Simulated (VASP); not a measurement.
# MgB2 (P6/mmm) in VASP: further runs

Runs on MgB2. Level: PBEsol. Tasks: single point.

All numbers are computed with VASP 6.6.1; they aren't measurements. Logs are shortened: lines on timing, memory, paths and dates and some standing lists are left out, and cuts for length are marked.

**1. The cell of the first run**

The structure is hexagonal, space group P6/mmm (No. 191). Conventional cell: a = 2.982 Å, b = 2.982 Å, c = 3.300 Å, α = 90.00°, β = 90.00°, γ = 120.00°. Mg (site symmetry 6/mmm) has 12 B at 2.38 Å and 6 Mg at 2.98 Å within 3.1 Å. B (site symmetry -6m2) has 3 B at 1.72 Å within 2.3 Å.

**2. Single point, PBEsol**

The input, INCAR:

```
SYSTEM = MgB2
ALGO = Normal
EDIFF = 1E-7
ENCUT = 520
GGA = PS
ISIF = 2
ISMEAR = -1
LASPH = .TRUE.
LCHARG = .FALSE.
LREAL = .FALSE.
LWAVE = .FALSE.
NBANDS = 11
NELM = 80
PREC = Accurate
SIGMA = 0.05
```

The input, KPOINTS:

```
k-points
0
G
  10 10 8
  0 0 0
```

The input, POSCAR:

```
MgB2
1.0
    2.9819418911      0.0000000000      0.0000000000
   -1.4909709455      2.5824374303      0.0000000000
    0.0000000000      0.0000000000      3.2996270513
Mg B
1 2
Direct
    0.0000000000      0.0000000000      0.0000000000
    0.6666666667      0.3333333333      0.5000000000
    0.3333333333      0.6666666667      0.5000000000
```

Potentials or basis: VASP PAW PBE potentials, release 64 (Mg, B).

On the command line:

```sh
> cat potpaw_PBE.64/Mg/POTCAR potpaw_PBE.64/B/POTCAR > POTCAR
> mpirun -np 1 vasp_std > vasp.out
```

OUTCAR:

```text
SYSTEM = MgB2
   EDIFF = 1E-7
   ENCUT = 520
   GGA = PS
   ISIF = 2
   ISMEAR = -1
   LASPH = .TRUE.
   LREAL = .FALSE.
   NELM = 80
   PREC = Accurate

 ion  position               nearest neighbor table
   1  0.000  0.000  0.000-   2 2.38   3 2.38   2 2.38   3 2.38   3 2.38   3 2.38   2 2.38   2 2.38
                             2 2.38   2 2.38   3 2.38   3 2.38
   2  0.667  0.333  0.500-   3 1.72   3 1.72   3 1.72   1 2.38   1 2.38   1 2.38   1 2.38   1 2.38
                             1 2.38
   3  0.333  0.667  0.500-   2 1.72   2 1.72   2 1.72   1 2.38   1 2.38   1 2.38   1 2.38   1 2.38
                             1 2.38

  LATTYP: Found a hexagonal cell.
 ALAT       =     2.9819418911
 C/A-ratio  =     1.1065363350

  Lattice vectors:

 A1 = (   2.9819418911,   0.0000000000,   0.0000000000)
 A2 = (  -1.4909709455,   2.5824374303,   0.0000000000)
 A3 = (   0.0000000000,   0.0000000000,   3.2996270513)

Analysis of symmetry for initial positions (statically):
=====================================================================
 Subroutine PRICEL returns:
 Original cell was already a primitive cell.

 Routine SETGRP: Setting up the symmetry group for a
 hexagonal supercell.

 Subroutine GETGRP returns: Found 24 space group operations
 (whereof 24 operations were pure point group operations)
 out of a pool of 24 trial point group operations.

The static configuration has the point symmetry D_6h.

Analysis of symmetry for dynamics (positions and initial velocities):
=====================================================================
 Subroutine PRICEL returns:
 Original cell was already a primitive cell.

 Routine SETGRP: Setting up the symmetry group for a
 hexagonal supercell.

 Subroutine GETGRP returns: Found 24 space group operations
 (whereof 24 operations were pure point group operations)
 out of a pool of 24 trial point group operations.

The dynamic configuration has the point symmetry D_6h.

 Subroutine INISYM returns: Found 24 space group operations
 (whereof 24 operations are pure point group operations),
 and found     1 'primitive' translations

----------------------------------------------------------------------------------------

                                     Primitive cell

  volume of cell :      25.4094

  direct lattice vectors                    reciprocal lattice vectors
     2.981941891  0.000000000  0.000000000     0.335351941  0.193615533  0.000000000
    -1.490970945  2.582437430  0.000000000     0.000000000  0.387231066  0.000000000
     0.000000000  0.000000000  3.299627051     0.000000000  0.000000000  0.303064554

  length of vectors
     2.981941891  2.981941891  3.299627051     0.387231066  0.387231066  0.303064554

  position of ions in fractional coordinates (direct lattice)
     0.000000000  0.000000000  0.000000000
     0.666666667  0.333333333  0.500000000
     0.333333333  0.666666667  0.500000000

  ion indices of the primitive-cell ions
   primitive index   ion index
                 1           1
                 2           2
                 3           3

----------------------------------------------------------------------------------------

 KPOINTS: k-points

Automatic generation of k-mesh.
 Grid dimensions read from file:
 generate k-points for:   10   10    8

 Generating k-lattice:

  Cartesian coordinates                     Fractional coordinates (reciprocal lattice)
     0.033535194  0.019361553  0.000000000     0.100000000  0.000000000  0.000000000
     0.000000000  0.038723107  0.000000000     0.000000000  0.100000000  0.000000000
     0.000000000  0.000000000  0.037883069     0.000000000  0.000000000  0.125000000

  Length of vectors
     0.038723107  0.038723107  0.037883069

  Shift w.r.t. Gamma in fractional coordinates (k-lattice)
     0.000000000  0.000000000  0.000000000

 Subroutine IBZKPT returns following result:
 ===========================================

 Found     70 irreducible k-points:

 Following reciprocal coordinates:
            Coordinates               Weight
  0.000000  0.000000  0.000000      1.000000
  0.100000 -0.000000  0.000000      6.000000
  0.200000 -0.000000  0.000000      6.000000
  0.300000 -0.000000  0.000000      6.000000
  0.400000  0.000000  0.000000      6.000000
  0.500000 -0.000000  0.000000      3.000000
[... 16 lines left out ...]
  0.300000  0.100000  0.125000     24.000000
  0.400000  0.100000  0.125000     24.000000
 [... further k-points ...]
   k-points           NKPTS =     70   k-points in BZ     NKDIM =     70   number of bands    NBANDS=     11
   number of dos      NEDOS =    301   number of ions     NIONS =      3
   total plane-waves  NPLWV =  16128
   dimension x,y,z NGX =    24 NGY =   24 NGZ =   28
   dimension x,y,z NGXF=    48 NGYF=   48 NGZF=   56
   ions per type =               1   2
   NGX,Y,Z   is equivalent  to a cutoff of  13.38, 13.38, 14.11 a.u.
   NGXF,Y,Z  is equivalent  to a cutoff of  26.76, 26.76, 28.21 a.u.
 SYSTEM =  MgB2
   PREC   = accura    normal or accurate (medium, high low for compatibility)
   ISTART =      0    job   : 0-new  1-cont  2-samecut
   ICHARG =      2    charge: 1-file 2-atom 10-const
   ISPIN  =      1    spin polarized calculation?
   LNONCOLLINEAR =      F non collinear calculations
   LSORBIT =      F    spin-orbit coupling
   LASPH  =      T    aspherical Exc in radial PAW
   ENCUT  =  520.0 eV  38.22 Ry    6.18 a.u.   5.54  5.54  6.14*2*pi/ulx,y,z
   NELM   =     80;   NELMIN=  2; NELMDL= -5     # of ELM steps
   EDIFF  = 0.1E-06   stopping-criterion for ELM
   LREAL  =      F    real-space projection
   EDIFFG = 0.1E-05   stopping-criterion for IOM
   NSW    =      0    number of steps for IOM
   IBRION =     -1    ionic relax: 0-MD 1-quasi-New 2-CG
   NFREE  =      0    steps in history (QN), initial steepest desc. (CG)
   ISIF   =      2    stress and relaxation
   ISYM   =      2    0-nonsym 1-usesym 2-fastsym
   POTIM  = 0.5000    time-step for ionic-motion
   TEBEG  =    0.0;   TEEND  =   0.0 temperature during run
   PSTRESS=    0.0 pullay stress
   NELECT =       8.0000    total number of electrons
   NUPDOWN=      -1.0000    fix difference up-down
   EMIN   =  10.00;   EMAX   =-10.00  energy-range for DOS
   EFERMI =   0.00;   METHOD = LEGACY
   ISMEAR =    -1;   SIGMA  =   0.05  broadening in eV -4-tet -1-fermi 0-gaus
   EFERMI_NEDOS =   21; number of points for ismear=-14 and -15
   IALGO  =     38    algorithm
   IMIX   =      4    mixing-type and parameters
     AMIX     =   0.40;   BMIX     =  1.00
     AMIX_MAG =   1.60;   BMIX_MAG =  1.00
  volume/ion in A,a.u.               =       8.47        57.16
  Fermi-wavevector in a.u.,A,eV,Ry     =   1.113714  2.104614 16.876097  1.240358
  Thomas-Fermi vector in A             =   2.250301
   LORBIT       =      0    0 simple, 1 ext, 2 COOP (PROOUT), +10 PAW based schemes
   GGA     = PS    functional components
   LHFCALC =     F    Hartree Fock is set to
   AEXX    =    0.0000 exact exchange contribution
   IVDW    =     0    specifies the selected vdW correction
   LEPSILON=     F    determine dielectric tensor
   LRPA    =     F    only Hartree local field effects (RPA)
 non-spin polarized calculation
  energy-cutoff  :      520.00
  volume of cell :       25.41
 maximum number of plane-waves:       709
 NGX is ok and might be reduce to    24
   NGX = 11   NGY = 11   NGZ = 13

 number of electron       8.0000000 magnetization

 Free energy of the ion-electron system (eV)
  ---------------------------------------------------
  ext. energy  EPLUGINS =         0.00000000
  ---------------------------------------------------
  free energy    TOTEN  =       -16.04933652 eV

  energy without entropy =      -16.04382845  energy(sigma->0) =      -16.04658249

 E-fermi :   6.2317     XC(G=0): -11.5424

 val. band max:        6.1905035630   @ k =   0.1000  -0.0000   0.5000
 cond. band min:       6.2735672112   @ k =   0.3000   0.2000   0.3750
 fundamental gap:      0.0830636483
 Fermi energy:         6.2317141715

 k-point     1 :       0.0000    0.0000    0.0000
  band No.  band energies     occupation
      1      -7.0180      2.00000
      2       3.3433      2.00000
      3       6.4886      0.01168
      4       6.4886      0.01168
      5       8.6476      0.00000
      6      12.7286      0.00000
      7      12.7286      0.00000
      8      15.2254      0.00000
      9      17.1536      0.00000
     10      19.9124      0.00000
     11      23.6545      0.00000

 k-point     2 :       0.1000   -0.0000    0.0000
  band No.  band energies     occupation
      1      -6.8332      2.00000
      2       3.5191      2.00000
      3       5.5898      1.99999
      4       6.0570      1.94101
      5       8.7668      0.00000
      6      12.7320      0.00000
      7      13.5427      0.00000
      8      15.5636      0.00000
      9      16.4800      0.00000
     10      20.7481      0.00000
     11      23.0869      0.00000

 k-point     3 :       0.2000   -0.0000    0.0000
  band No.  band energies     occupation
      1      -6.2821      2.00000
      2       3.6250      2.00000
      3       4.0401      2.00000
      4       5.2040      2.00000
      5       9.1593      0.00000
      6      12.4088      0.00000
      7      14.7778      0.00000
      8      15.5228      0.00000
      9      16.2762      0.00000
     10      22.2575      0.00000
     11      22.2924      0.00000

 k-point     4 :       0.3000   -0.0000    0.0000
  band No.  band energies     occupation
      1      -5.3748      2.00000
      2       1.4328      2.00000
      3       4.4268      2.00000
      4       4.8783      2.00000
      5       9.6843      0.00000
      6      12.1068      0.00000
      7      12.6857      0.00000
      8      16.2680      0.00000
      9      18.0793      0.00000
     10      21.1446      0.00000
     11      22.2461      0.00000

 k-point     5 :       0.4000    0.0000    0.0000
  band No.  band energies     occupation
      1      -4.1316      2.00000
      2      -0.6495      2.00000
      3       3.9187      2.00000
      4       5.9193      1.99614
      5      10.0280      0.00000
      6      10.7609      0.00000
      7      12.2732      0.00000
      8      15.4572      0.00000
      9      20.5178      0.00000
     10      20.6355      0.00000
     11      21.5594      0.00000
[... 211 lines left out ...]
 k-point    21 :       0.1000    0.1000    0.1250
  band No.  band energies     occupation
      1      -6.3091      2.00000
      2       2.7994      2.00000
      3       4.4992      2.00000
      4       5.2037      2.00000
      5      10.4213      0.00000
      6      13.3216      0.00000
      7      13.6260      0.00000
      8      14.8025      0.00000
      9      17.2573      0.00000
     10      20.1088      0.00000
     11      21.9623      0.00000

 k-point    22 :       0.2000    0.1000    0.1250
  band No.  band energies     occupation
      1      -5.5851      2.00000
      2       2.6355      2.00000
      3       3.4986      2.00000
      4       4.1633      2.00000
      5      10.9193      0.00000
      6      12.2554      0.00000
      7      13.4880      0.00000
      8      15.6425      0.00000
      9      18.2354      0.00000
     10      18.6647      0.00000
     11      22.0917      0.00000

 k-point    23 :       0.3000    0.1000    0.1250
  band No.  band energies     occupation
      1      -4.5168      2.00000
      2       0.5695      2.00000
      3       3.4110      2.00000
      4       4.5439      2.00000
      5      10.1882      0.00000
      6      11.6825      0.00000
      7      13.3246      0.00000
      8      16.4760      0.00000
      9      17.8566      0.00000
     10      19.2945      0.00000
     11      21.9285      0.00000

 k-point    24 :       0.4000    0.1000    0.1250
  band No.  band energies     occupation
      1      -3.1429      2.00000
      2      -1.3511      2.00000
      3       3.0611      2.00000
      4       5.6130      1.99999
      5       8.6736      0.00000
      6      11.7549      0.00000
      7      13.7480      0.00000
      8      15.8978      0.00000
      9      17.5467      0.00000
     10      21.0821      0.00000
     11      21.7973      0.00000

 [... further k-points ...]
[... 5 lines left out ...]
  --------------------------------------------------------------------------------------
  -------------------------------------------------------------------------------------
  Total        3.2272442      3.2272442      3.1818911      0.0000000     -0.0000000      0.0000000
  in kB      203.4925744    203.4925744    200.6328566      0.0000000     -0.0000000      0.0000000
  external PRESSURE =     202.5393351 kB  Pullay stress =       0.0000000 kB

 VOLUME and BASIS-vectors are now :
 -----------------------------------------------------------------------------
  energy-cutoff  :      520.00
  volume of cell :       25.41
      direct lattice vectors                 reciprocal lattice vectors
     2.981941891  0.000000000  0.000000000     0.335351941  0.193615533  0.000000000
    -1.490970945  2.582437430  0.000000000     0.000000000  0.387231066  0.000000000
     0.000000000  0.000000000  3.299627051     0.000000000  0.000000000  0.303064554

 POSITION                                       TOTAL-FORCE (eV/Angst)
 -----------------------------------------------------------------------------------
      0.00000      0.00000      0.00000        -0.000000      0.000000      0.000000
      1.49097      0.86081      1.64981         0.000000      0.000000      0.000000
     -0.00000      1.72162      1.64981        -0.000000      0.000000      0.000000
 -----------------------------------------------------------------------------------
    total drift:                                0.000000     -0.000000      0.000000

  FREE ENERGIE OF THE ION-ELECTRON SYSTEM (eV)
  ---------------------------------------------------
  free  energy   TOTEN  =       -16.0493365228 eV

  energy  without entropy=      -16.0438284496  energy(sigma->0) =      -16.04658249
```

It took 48 s on 1 thread of AMD EPYC 7R13, shared host; peak memory 0.12 GiB.

What came out:

| Property | Result |
| --- | --- |
| Free energy | -16.0493 eV |
| Pressure | 20.3 GPa |
| Band gap on the k mesh | zero (band 4 reaches 7.57 eV, above the bottom of band 5 at 4.57 eV) |

Caveat: the PAW data sets were made with another functional, which shifts forces and pressure a little.

**3. Single point, PBEsol**

This run uses another cell than the first one, of 9.17 Å³/atom, 1.082 times its volume.

The input, INCAR:

```
SYSTEM = MgB2
  PREC = Accurate
  ENCUT = 520
  EDIFF = 1E-7
  ISMEAR = -1
  SIGMA = 0.05
  LREAL = .False.
  LASPH = .True.
  NELM = 80
  ALGO = Normal
  ISIF = 2
  LWAVE = .False.
  LCHARG = .False.
  GGA = PS
  NBANDS = 11
```

The input, KPOINTS:

```
Automatic mesh
0
Gamma
  10 10 8
  0 0 0
```

The input, POSCAR:

```
MgB2
1.0
    3.0438536101      0.0000000000      0.0000000000
   -1.5219268051      2.6360545518      0.0000000000
    0.0000000000      0.0000000000      3.4278579247
Mg B
1 2
Direct
    0.0000000000      0.0000000000      0.0000000000
    0.6666666667      0.3333333333      0.5000000000
    0.3333333333      0.6666666667      0.5000000000
```

Potentials or basis: VASP PAW PBE potentials, release 64 (Mg, B).

On the command line:

```sh
> cat potpaw_PBE.64/Mg/POTCAR potpaw_PBE.64/B/POTCAR > POTCAR
> mpirun -np 1 vasp_std > vasp.out
```

OUTCAR:

```text
SYSTEM = MgB2
   PREC = Accurate
   ENCUT = 520
   EDIFF = 1E-7
   ISMEAR = -1
   LREAL = .False.
   LASPH = .True.
   NELM = 80
   ISIF = 2
   GGA = PS

 ion  position               nearest neighbor table
   1  0.000  0.000  0.000-   2 2.45   3 2.45   2 2.45   3 2.45   2 2.45   2 2.45   3 2.45   3 2.45
                             2 2.45   2 2.45   3 2.45   3 2.45
   2  0.667  0.333  0.500-   3 1.76   3 1.76   3 1.76   1 2.45   1 2.45   1 2.45   1 2.45   1 2.45
                             1 2.45
   3  0.333  0.667  0.500-   2 1.76   2 1.76   2 1.76   1 2.45   1 2.45   1 2.45   1 2.45   1 2.45
                             1 2.45

  LATTYP: Found a hexagonal cell.
[... 534 lines left out ...]
  --------------------------------------------------------------------------------------
  -------------------------------------------------------------------------------------
  Total        0.8922573      0.8922573      0.8430033     -0.0000000      0.0000000     -0.0000000
  in kB       51.9756280     51.9756280     49.1064900     -0.0000000      0.0000000     -0.0000000
  external PRESSURE =      51.0192487 kB  Pullay stress =       0.0000000 kB

 VOLUME and BASIS-vectors are now :
 -----------------------------------------------------------------------------
  energy-cutoff  :      520.00
  volume of cell :       27.50
      direct lattice vectors                 reciprocal lattice vectors
     3.043853610  0.000000000  0.000000000     0.328530911  0.189677410  0.000000000
    -1.521926805  2.636054552  0.000000000     0.000000000  0.379354820  0.000000000
     0.000000000  0.000000000  3.427857925     0.000000000  0.000000000  0.291727377

 POSITION                                       TOTAL-FORCE (eV/Angst)
 -----------------------------------------------------------------------------------
      0.00000      0.00000      0.00000        -0.000000      0.000000      0.000000
      1.52193      0.87868      1.71393        -0.000000      0.000000      0.000000
     -0.00000      1.75737      1.71393         0.000000     -0.000000      0.000000
 -----------------------------------------------------------------------------------
    total drift:                                0.000000     -0.000000      0.000000

  FREE ENERGIE OF THE ION-ELECTRON SYSTEM (eV)
  ---------------------------------------------------
  free  energy   TOTEN  =       -16.2095677673 eV

  energy  without entropy=      -16.2034347455  energy(sigma->0) =      -16.20650126
```

Wall time 46 s (1 thread of AMD EPYC 7R13, shared host); peak memory 0.13 GiB.

Results:

| Property | Result |
| --- | --- |
| Free energy | -16.2096 eV |
| Pressure | 5.1 GPa |
| Band gap on the k mesh | zero (band 4 reaches 6.82 eV, above the bottom of band 5 at 4.14 eV) |

Stress tensor (GPa, compression positive):
```
5.20 0.00 0.00
0.00 5.20 0.00
0.00 0.00 4.91
```

Levels at points of the mesh, in eV from the Fermi level:
```tsv
k point	band 2	band 3	band 4	band 5	band 6	band 7
(0.00, 0.00, 0.00)	-2.95	0.30	0.30	1.92	6.32	6.32
(0.50, 0.00, 0.00)	-8.13	-2.33	0.23	3.23	3.81	5.69
(0.00, 0.00, 0.50)	-7.73	0.73	0.73	6.65	6.65	8.05
(0.50, 0.00, 0.50)	-7.13	-3.79	-2.01	-1.43	5.90	9.07
```

Caveat: the PAW data sets were made with another functional, which shifts forces and pressure a little.
